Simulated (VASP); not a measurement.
Crystal: SnTe.

```xyz
2
Lattice="0.0000 3.6111 3.6111 3.6111 0.0000 3.6111 3.6111 3.6111 0.0000" Properties=species:S:1:pos:R:3 pbc="T T T"
Sn    0.0000    0.0000    0.0000
Te    1.8056    1.8056    1.8056
```

Base run:

| Item | Value |
| --- | --- |
| Program | VASP 6.6.1 |
| Functional | r2SCAN |
| Potentials or basis | VASP PAW PBE potentials, release 64 (Sn_d, Te) |
| Cutoff | 550 eV |
| k mesh | 4 × 4 × 4 |
| Occupations | gaussian, width 0.01 eV |
| Spin | no spin polarisation |

Its results: band gap on the k mesh 0.16 eV (least direct gap 0.90 eV); pressure -0.7 GPa.

Q: The run is repeated on the same cell with these changes: k mesh from 4 × 4 × 4 to 3 × 3 × 3. What comes out?

A: Band gap on the k mesh 0.90 eV (least direct gap 1.10 eV); pressure -1.4 GPa.

Caveats: some runs use coarse meshes; the PAW data sets were made with another functional, which shifts forces and pressure a little; spin-orbit coupling is left out, which moves the levels of the heavy elements; an odd mesh through Γ misses points on the zone boundary, where band edges can lie (at least some runs).
